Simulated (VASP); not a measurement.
Input of a VASP 6.6.1 run:

Contents of INCAR:

```
PREC = Accurate
ENCUT = 520
EDIFF = 1E-6
ISMEAR = 0
SIGMA = 0.05
LREAL = False
LASPH = True
NELM = 100
ALGO = Normal
ISIF = 2
LWAVE = False
LCHARG = True
GGA = PS
LELF = True
LVHAR = True
NBANDS = 19
```

KPOINTS

```
regular mesh
0
Gamma
  17 17 9
```

Contents of POSCAR:

```
Zr
1.0
    3.1781466543      0.0000000000      0.0000000000
   -1.5890733272      2.7523557396      0.0000000000
    0.0000000000      0.0000000000      5.0612415919
Zr
2
Direct
    0.3333333333      0.6666666667      0.2500000000
    0.6666666667      0.3333333333      0.7500000000
```

Potentials or basis: VASP PAW PBE potentials, release 64 (Zr_sv).

Launch:

```bash
$ cat potpaw_PBE.64/Zr_sv/POTCAR > POTCAR
$ mpirun -np 1 vasp_std > vasp.out
```

(1) What does it give for the band gap on the k mesh?

(2) Estimate the pressure.

Results:

(1) zero (band 12 reaches 10.39 eV, above the bottom of band 13 at 9.20 eV).

(2) 1.6 GPa.

Caveat: the PAW data sets were made with another functional, which shifts forces and pressure a little.
